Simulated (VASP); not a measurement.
# PbSe: single point with PBE

Crystal: PbSe.

```xyz
2
Lattice="0.0000 3.0723 3.0723 3.0723 0.0000 3.0723 3.0723 3.0723 0.0000" Properties=species:S:1:pos:R:3 pbc="T T T"
Pb    0.0000    0.0000    0.0000
Se    3.0723    3.0723    3.0723
```

This cell differs from its parent crystal: volume scaled by 1.01.

- Program: VASP 6.6.1
- Task: single point
- Functional: PBE
- Potentials or basis: VASP PAW PBE potentials, release 64 (Pb_d, Se)
- Cutoff: 520 eV
- k mesh: 9 × 9 × 9
- Occupations: fermi-dirac, width 0.01 eV
- Spin: no spin polarisation
- Dipole correction: no
- Further INCAR settings: ALGO = Normal; EDIFF = 1e-06; NBANDS = 17

| Property | Result |
| --- | --- |
| Pressure | 1.8 GPa |

Levels at points of the mesh, in eV from the Fermi level:
| k point | band 7 | band 8 | band 9 | band 10 | band 11 | band 12 | band 13 | band 14 |
| --- | --- | --- | --- | --- | --- | --- | --- | --- |
| (0.00, 0.00, 0.00) | -6.41 | -1.92 | -1.92 | -1.92 | 4.59 | 4.59 | 4.59 | 6.45 |

It took 56 s on 1 thread of AMD EPYC 7R13 (shared host), peak memory 0.16 GiB.

Caveat: this odd mesh misses L, where the gap lies, so gap, dielectric constants and Born charges aren't listed; spin-orbit coupling is left out, which moves the levels of the heavy elements.
